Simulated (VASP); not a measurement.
# Cl (P1) in VASP: notebook

Runs on Cl. Level: r2SCAN. Tasks: single point.

All numbers are computed with VASP 6.6.1; they aren't measurements. Logs are shortened: lines on timing, memory, paths and dates and some standing lists are left out, and cuts for length are marked.

### Step 1. The cell of the first run

The typed cell holds 4 atoms: a = 3.858 Å, b = 3.797 Å, c = 8.294 Å, α = 90.92°, β = 91.13°, γ = 69.46°.

### Step 2. Single point, r2SCAN

File POSCAR:

```
Cl
1.0
    3.1634440100      2.2075254400      0.0382098300
    3.1265067200     -2.1535345400      0.0305518300
   -0.0899386500     -0.0146401400     -8.2937372500
Cl
4
Direct
    0.1001570000      0.8975820000      0.8749030000
    0.3643130000      0.6104560000      0.4038400000
    0.8627670000      0.2115230000      0.0994430000
    0.6778060000      0.3519260000      0.5986740000
```

File INCAR.step1:

```
SYSTEM = Cl
PREC = Accurate
ENCUT = 520
ISMEAR = -1
SIGMA = 0.1
LREAL = .False.
LASPH = .True.
NELM = 100
NBANDS = 22
GGA = PE
ALGO = Normal
EDIFF = 1E-4
LWAVE = .True.
LCHARG = .False.
```

File INCAR.step2:

```
SYSTEM = Cl
PREC = Accurate
ENCUT = 520
EDIFF = 1E-7
ISMEAR = -1
SIGMA = 0.1
LREAL = .False.
LASPH = .True.
NELM = 100
ALGO = Normal
ISIF = 2
LWAVE = .False.
LCHARG = .False.
METAGGA = R2SCAN
LMIXTAU = .True.
NBANDS = 22
ISTART = 1
```

File KPOINTS:

```
Automatic mesh
0
Gamma
  5 5 2
  0 0.5 0.5
```

Potentials or basis: VASP PAW PBE potentials, release 64 (Cl).

The run is started by

```bash
$ cat potpaw_PBE.64/Cl/POTCAR > POTCAR
$ cp INCAR.step1 INCAR
$ mpirun -np 1 vasp_std > vasp.out
$ cp INCAR.step2 INCAR
$ mpirun -np 1 vasp_std > vasp.out
```

OUTCAR:

```text
SYSTEM = Cl
   PREC = Accurate
   ENCUT = 520
   EDIFF = 1E-7
   ISMEAR = -1
   LREAL = .False.
   LASPH = .True.
   NELM = 100
   ISIF = 2
   METAGGA = R2SCAN
   ISTART = 1

 ion  position               nearest neighbor table
   1  0.100  0.898  0.875-   3 2.23
   2  0.364  0.610  0.404-   4 2.04
   3  0.863  0.212  0.099-   1 2.23
   4  0.678  0.352  0.599-   2 2.04

  LATTYP: Found a triclinic cell.
 ALAT       =    17.1369502068
 B/A-ratio  =     0.6613825205
 C/A-ratio  =     0.7348880999
 COS(alpha) =     0.0016145705
 COS(beta)  =     0.5809086912
 COS(gamma) =     0.8135766046

  Lattice vectors:

 A1 = (   0.1429400100,  -4.3317797000,  16.5798165000)
 A2 = (   6.3429520900,  -4.2924289400,   8.3548409100)
 A3 = (  -9.3265188000,   2.1141837800,   8.1944237600)

Analysis of symmetry for initial positions (statically):
=====================================================================
 Subroutine PRICEL returns:
 Original cell was already a primitive cell.

 Routine SETGRP: Setting up the symmetry group for a
 triclinic supercell.

 Subroutine GETGRP returns: Found  1 space group operations
 (whereof  1 operations were pure point group operations)
 out of a pool of  2 trial point group operations.

The static configuration has the point symmetry C_1 .

Analysis of symmetry for dynamics (positions and initial velocities):
=====================================================================
 Subroutine PRICEL returns:
 Original cell was already a primitive cell.

 Routine SETGRP: Setting up the symmetry group for a
 triclinic supercell.

 Subroutine GETGRP returns: Found  1 space group operations
 (whereof  1 operations were pure point group operations)
 out of a pool of  2 trial point group operations.

The dynamic configuration has the point symmetry C_1 .

 Subroutine INISYM returns: Found  1 space group operations
 (whereof  1 operations are pure point group operations),
 and found     1 'primitive' translations

----------------------------------------------------------------------------------------

                                     Primitive cell

  volume of cell :     113.7301

  direct lattice vectors                    reciprocal lattice vectors
     3.163444010  2.207525440  0.038209830     0.157049906  0.227975568 -0.002105498
     3.126506720 -2.153534540  0.030551830     0.160978328 -0.230663155 -0.001338508
    -0.089938650 -0.014640140 -8.293737250     0.001316540  0.000200600 -0.120587537

  length of vectors
     3.857720384  3.796536408  8.294237811     0.276842854  0.281285095  0.120594890

  position of ions in fractional coordinates (direct lattice)
     0.100157000  0.897582000  0.874903000
     0.364313000  0.610456000  0.403840000
     0.862767000  0.211523000  0.099443000
     0.677806000  0.351926000  0.598674000

  ion indices of the primitive-cell ions
   primitive index   ion index
                 1           1
                 2           2
                 3           3
                 4           4

----------------------------------------------------------------------------------------

 KPOINTS: Automatic mesh

Automatic generation of k-mesh.
 Grid dimensions read from file:
 generate k-points for:    5    5    2

 Generating k-lattice:

  Cartesian coordinates                     Fractional coordinates (reciprocal lattice)
     0.031409981  0.045595114 -0.000421100     0.200000000  0.000000000 -0.000000000
     0.032195666 -0.046132631 -0.000267702     0.000000000  0.200000000  0.000000000
     0.000658270  0.000100300 -0.060293768     0.000000000  0.000000000  0.500000000

  Length of vectors
     0.055368571  0.056257019  0.060297445

  Shift w.r.t. Gamma in fractional coordinates (k-lattice)
     0.000000000  0.500000000  0.500000000

 Subroutine IBZKPT returns following result:
 ===========================================

 Found     25 irreducible k-points:

 Following reciprocal coordinates:
            Coordinates               Weight
  0.000000  0.100000  0.250000      2.000000
  0.200000  0.100000  0.250000      2.000000
  0.400000  0.100000  0.250000      2.000000
 -0.400000  0.100000  0.250000      2.000000
 -0.200000  0.100000  0.250000      2.000000
  0.000000  0.300000  0.250000      2.000000
[... 16 lines left out ...]
  0.400000 -0.100000  0.250000      2.000000
 -0.400000 -0.100000  0.250000      2.000000
   k-points           NKPTS =     25   k-points in BZ     NKDIM =     25   number of bands    NBANDS=     22
   number of dos      NEDOS =    301   number of ions     NIONS =      4
   total plane-waves  NPLWV =  53760
   dimension x,y,z NGX =    30 NGY =   28 NGZ =   64
   dimension x,y,z NGXF=    60 NGYF=   56 NGZF=  128
   ions per type =               4
   NGX,Y,Z   is equivalent  to a cutoff of  12.93, 12.26, 12.83 a.u.
   NGXF,Y,Z  is equivalent  to a cutoff of  25.86, 24.52, 25.66 a.u.
 SYSTEM =  Cl
   PREC   = accura    normal or accurate (medium, high low for compatibility)
   ISTART =      1    job   : 0-new  1-cont  2-samecut
   ICHARG =      0    charge: 1-file 2-atom 10-const
   ISPIN  =      1    spin polarized calculation?
   LNONCOLLINEAR =      F non collinear calculations
   LSORBIT =      F    spin-orbit coupling
   LASPH  =      T    aspherical Exc in radial PAW
   ENCUT  =  520.0 eV  38.22 Ry    6.18 a.u.   7.17  7.06 15.42*2*pi/ulx,y,z
   NELM   =    100;   NELMIN=  2; NELMDL=  0     # of ELM steps
   EDIFF  = 0.1E-06   stopping-criterion for ELM
   LREAL  =      F    real-space projection
   EDIFFG = 0.1E-05   stopping-criterion for IOM
   NSW    =      0    number of steps for IOM
   IBRION =     -1    ionic relax: 0-MD 1-quasi-New 2-CG
   NFREE  =      0    steps in history (QN), initial steepest desc. (CG)
   ISIF   =      2    stress and relaxation
   ISYM   =      2    0-nonsym 1-usesym 2-fastsym
   POTIM  = 0.5000    time-step for ionic-motion
   TEBEG  =    0.0;   TEEND  =   0.0 temperature during run
   PSTRESS=    0.0 pullay stress
   NELECT =      28.0000    total number of electrons
   NUPDOWN=      -1.0000    fix difference up-down
   EMIN   =  10.00;   EMAX   =-10.00  energy-range for DOS
   EFERMI =   0.00;   METHOD = LEGACY
   ISMEAR =    -1;   SIGMA  =   0.10  broadening in eV -4-tet -1-fermi 0-gaus
   EFERMI_NEDOS =   21; number of points for ismear=-14 and -15
   IALGO  =     38    algorithm
   IMIX   =      4    mixing-type and parameters
     AMIX     =   0.40;   BMIX     =  1.00
     AMIX_MAG =   1.60;   BMIX_MAG =  1.00
  volume/ion in A,a.u.               =      28.43       191.87
  Fermi-wavevector in a.u.,A,eV,Ry     =   1.026051  1.938956 14.323959  1.052781
  Thomas-Fermi vector in A             =   2.159924
   LORBIT       =      0    0 simple, 1 ext, 2 COOP (PROOUT), +10 PAW based schemes
   METAGGA = R2SCAN    functional components
   LHFCALC =     F    Hartree Fock is set to
   AEXX    =    0.0000 exact exchange contribution
   IVDW    =     0    specifies the selected vdW correction
   LEPSILON=     F    determine dielectric tensor
   LRPA    =     F    only Hartree local field effects (RPA)
 non-spin polarized calculation
  energy-cutoff  :      520.00
  volume of cell :      113.73
 maximum number of plane-waves:      3081
 NGX is ok and might be reduce to    30
   NGX = 15   NGY = 15   NGZ = 31

 number of electron      28.0000001 magnetization

 Free energy of the ion-electron system (eV)
  ---------------------------------------------------
  ext. energy  EPLUGINS =         0.00000000
  ---------------------------------------------------
  free energy    TOTEN  =       -24.19165319 eV

  energy without entropy =      -24.19138011  energy(sigma->0) =      -24.19151665

 E-fermi :  -0.0992     XC(G=0):  -8.3315

 val. band max:       -0.9639508055   @ k =  -0.4000   0.1000   0.2500
 cond. band min:       0.7670342740   @ k =   0.4000   0.5000   0.2500
 fundamental gap:      1.7309850795
 Fermi energy:        -0.0991951657

 k-point     1 :       0.0000    0.1000    0.2500
  band No.  band energies     occupation
      1     -18.0281      2.00000
      2     -16.8755      2.00000
      3     -14.2869      2.00000
      4     -13.7460      2.00000
      5      -6.0881      2.00000
      6      -5.1753      2.00000
[... 14 lines left out ...]
     21      10.1436      0.00000
     22      10.4982      0.00000

 k-point     2 :       0.2000    0.1000    0.2500
  band No.  band energies     occupation
      1     -17.9835      2.00000
      2     -16.8425      2.00000
      3     -14.2412      2.00000
      4     -13.7696      2.00000
      5      -6.0590      2.00000
      6      -5.2044      2.00000
[... 14 lines left out ...]
     21      10.4090      0.00000
     22      10.5867      0.00000

 k-point     3 :       0.4000    0.1000    0.2500
  band No.  band energies     occupation
      1     -17.8600      2.00000
      2     -16.7459      2.00000
      3     -14.1786      2.00000
      4     -13.8963      2.00000
      5      -6.0980      2.00000
      6      -5.2945      2.00000
[... 14 lines left out ...]
     21      10.0935      0.00000
     22      10.8417      0.00000

 k-point     4 :      -0.4000    0.1000    0.2500
  band No.  band energies     occupation
      1     -17.8288      2.00000
      2     -16.7190      2.00000
      3     -14.1984      2.00000
      4     -13.9384      2.00000
      5      -6.1119      2.00000
      6      -5.4356      2.00000
[... 14 lines left out ...]
     21      10.4451      0.00000
     22      10.9259      0.00000

 k-point     5 :      -0.2000    0.1000    0.2500
  band No.  band energies     occupation
      1     -17.9368      2.00000
      2     -16.8013      2.00000
      3     -14.2689      2.00000
      4     -13.8341      2.00000
      5      -6.1439      2.00000
      6      -5.2921      2.00000
[... 417 lines left out ...]
 k-point    22 :       0.2000   -0.1000    0.2500
  band No.  band energies     occupation
      1     -17.9359      2.00000
      2     -16.8045      2.00000
      3     -14.2356      2.00000
      4     -13.8678      2.00000
      5      -6.1019      2.00000
      6      -5.2588      2.00000
[... 14 lines left out ...]
     21      10.2099      0.00000
     22      10.4676      0.00000

 k-point    23 :       0.4000   -0.1000    0.2500
  band No.  band energies     occupation
      1     -17.8285      2.00000
      2     -16.7201      2.00000
      3     -14.1812      2.00000
      4     -13.9556      2.00000
      5      -6.0936      2.00000
      6      -5.4453      2.00000
[... 14 lines left out ...]
     21      10.3935      0.00000
     22      11.0756      0.00000

 k-point    24 :      -0.4000   -0.1000    0.2500
  band No.  band energies     occupation
      1     -17.8611      2.00000
      2     -16.7420      2.00000
      3     -14.2234      2.00000
      4     -13.8515      2.00000
      5      -6.1359      2.00000
      6      -5.3619      2.00000
[... 14 lines left out ...]
     21      10.1260      0.00000
     22      10.7027      0.00000

 [... further k-points ...]

------------------------ aborting loop because EDIFF is reached ----------------------------------------

  FORCE on cell =-STRESS in cart. coord.  units (eV):
  Direction    XX          YY          ZZ          XY          YZ          ZX
  --------------------------------------------------------------------------------------
  -------------------------------------------------------------------------------------
  Total        0.1596604     -2.3007315     -4.9651868      0.0843746     -1.7905857      0.5932309
  in kB        2.2492235    -32.4116560    -69.9472857      1.1886315    -25.2249545      8.3571664
  external PRESSURE =     -33.3699061 kB  Pullay stress =       0.0000000 kB

 VOLUME and BASIS-vectors are now :
 -----------------------------------------------------------------------------
  energy-cutoff  :      520.00
  volume of cell :      113.73
      direct lattice vectors                 reciprocal lattice vectors
     3.163444010  2.207525440  0.038209830     0.157049906  0.227975568 -0.002105498
     3.126506720 -2.153534540  0.030551830     0.160978328 -0.230663155 -0.001338508
    -0.089938650 -0.014640140 -8.293737250     0.001316540  0.000200600 -0.120587537

 POSITION                                       TOTAL-FORCE (eV/Angst)
 -----------------------------------------------------------------------------------
      3.04445     -1.72468     -7.22497         0.343732     -1.205471     -1.886384
      3.02476     -0.51632     -3.31677         0.224808      0.617331     -0.287694
      3.38170      1.44760     -0.78533        -0.362104      1.215559      1.799419
      3.19066      0.72962     -4.92859        -0.206436     -0.627418      0.374660
 -----------------------------------------------------------------------------------
    total drift:                                0.000021     -0.000048      0.000136

  FREE ENERGIE OF THE ION-ELECTRON SYSTEM (eV)
  ---------------------------------------------------
  free  energy   TOTEN  =       -24.1916531902 eV

  energy  without entropy=      -24.1913801073  energy(sigma->0) =      -24.19151665
```

Wall time 2.4 min (1 thread of Intel Xeon Platinum 8488C (Sapphire Rapids), shared host); peak memory 0.23 GiB.

What came out:

- Free energy: -24.1917 eV
- Pressure: -3.3 GPa
- Largest force: 2.265 eV/Å
- Band gap on the k mesh: 1.73 eV (least direct gap 1.91 eV)

Forces in eV/Å, atoms in the order of the input:
```
Cl   0.344 -1.205 -1.886
Cl   0.225  0.617 -0.288
Cl  -0.362  1.216  1.799
Cl  -0.206 -0.627  0.375
```

Levels at points of the mesh, in eV from the valence-band top:
```
           k point  band 11  band 12  band 13  band 14  band 15  band 16  band 17  band 18
(0.00, 0.10, 0.25)    -0.78    -0.63    -0.21    -0.16     1.78     3.09     8.19     8.74
```

Caveat: the cell stands under tension; the PAW data sets were made with another functional, which shifts forces and pressure a little; a shifted mesh leaves out Γ, where band edges can lie. A k mesh can miss the band edges.

### Step 3. Single point, r2SCAN

POSCAR is that of step 2.

File INCAR.step1:

```
PREC = Accurate ; ENCUT = 520
ISMEAR = -1 ; SIGMA = 0.1
LREAL = False ; LASPH = True
NELM = 100 ; NBANDS = 22
GGA = PE ; ALGO = Normal
EDIFF = 1E-4 ; LWAVE = True
LCHARG = False
```

File INCAR.step2:

```
PREC = Accurate ; ENCUT = 520
EDIFF = 1E-6 ; ISMEAR = -1
SIGMA = 0.1 ; LREAL = False
LASPH = True ; NELM = 100
ALGO = Normal ; ISIF = 2
LWAVE = False ; LCHARG = False
METAGGA = R2SCAN ; LMIXTAU = True
NBANDS = 22 ; ISTART = 1
```

File KPOINTS:

```
Automatic mesh
0
Gamma
  5 5 2
  0.5 0.5 0.5
```

Potentials or basis: VASP PAW PBE potentials, release 64 (Cl).

The run is started by

```bash
$ cat potpaw_PBE.64/Cl/POTCAR > POTCAR
$ cp INCAR.step1 INCAR
$ mpirun -np 1 vasp_std > vasp.out
$ cp INCAR.step2 INCAR
$ mpirun -np 1 vasp_std > vasp.out
```

It took 2.3 min on 1 thread of Intel Xeon Platinum 8488C (Sapphire Rapids), shared host; peak memory 0.24 GiB.

Results (log left out):

| Property | Result |
| --- | --- |
| Free energy | -24.1916 eV |
| Pressure | -3.3 GPa |
| Largest force | 2.265 eV/Å |
| Band gap on the k mesh | 1.72 eV (least direct gap 1.88 eV) |

Forces in eV/Å, atoms in the order of the input:
```
Cl   0.344 -1.205 -1.886
Cl   0.225  0.617 -0.288
Cl  -0.362  1.216  1.799
Cl  -0.206 -0.628  0.375
```

Stress tensor (GPa, compression positive):
```
 0.22  0.12  0.84
 0.12 -3.24 -2.52
 0.84 -2.52 -7.00
```

Levels at points of the mesh, in eV from the valence-band top:
| k point | band 11 | band 12 | band 13 | band 14 | band 15 | band 16 | band 17 | band 18 |
| --- | --- | --- | --- | --- | --- | --- | --- | --- |
| (0.10, 0.10, 0.25) | -0.88 | -0.71 | -0.27 | -0.15 | 1.80 | 3.02 | 8.31 | 8.79 |

Caveat: the cell stands under tension; the PAW data sets were made with another functional, which shifts forces and pressure a little; a shifted mesh leaves out Γ, where band edges can lie.
